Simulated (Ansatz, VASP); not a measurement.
Ge in VASP and in Ansatz

Contents of INCAR:

```
SYSTEM = Ge
ALGO = Normal ; EDIFF = 1E-6
ENCUT = 520 ; GGA = PE
ISIF = 2 ; ISMEAR = 0
LASPH = .TRUE. ; LCHARG = .TRUE.
LELF = .TRUE. ; LREAL = .FALSE.
LVHAR = .TRUE. ; LWAVE = .FALSE.
NBANDS = 36 ; NELM = 60
PREC = Accurate ; SIGMA = 0.15
```

Contents of KPOINTS:

```
k-points
0
G
  12 12 8
  0 0 0
```

Contents of POSCAR:

```
Ge
1.0
    4.1008171026      0.0000000000      0.0000000000
   -2.0504085513      3.5514117871      0.0000000000
    0.0000000000      0.0000000000      6.2493425316
Ge
4
Direct
    0.0000000000      0.0000000000      0.0711500000
    0.0000000000      0.0000000000      0.5711500000
    0.3333333333      0.6666666667      0.8211500000
    0.6666666667      0.3333333333      0.3211500000
```

Input for Ansatz:

```yaml
crystal:
  lattice:
    - [4.1008171026, 0.0, 0.0]
    - [-2.0504085513, 3.5514117871, 0.0]
    - [0.0, 0.0, 6.2493425316]
  atoms:
    - { symbol: Ge, position: [0.0, 0.0, 0.07115] }
    - { symbol: Ge, position: [0.0, 0.0, 0.57115] }
    - { symbol: Ge, position: [0.3333333333, 0.6666666667, 0.82115] }
    - { symbol: Ge, position: [0.6666666667, 0.3333333333, 0.32115] }
kpoints:
  mp_grid: { grid: [12, 12, 8] }
hamiltonian:
  xc: pbe
scf:
  occupations: { method: gaussian, width: 0.15 }
output:
  forces: true
  eigenvalues: true
  stress: true
```

Alike in both runs: task single point; functional PBE; k mesh 12 × 12 × 8; occupations gaussian, width 0.15 eV; no spin polarisation.

|  | VASP | Ansatz |
| --- | --- | --- |
| version | VASP 6.6.1 | Ansatz 0.2.0 |
| potentials or method | VASP PAW PBE potentials, release 64 (Ge_d) | scalar-relativistic, plane waves, PAW |
| plane-wave cutoff (eV) | 520 | 420 |
| valence electrons in the cell | 56 | 56 |

|  | VASP | Ansatz | Ansatz less VASP |
| --- | --- | --- | --- |
| gap on the k mesh at the Fermi level (eV) | none | none | - |
| pressure (GPa) | -4.5 | -4.5 | +0.01 |

A gap of «none» marks a metal or a gap that the smearing closes.
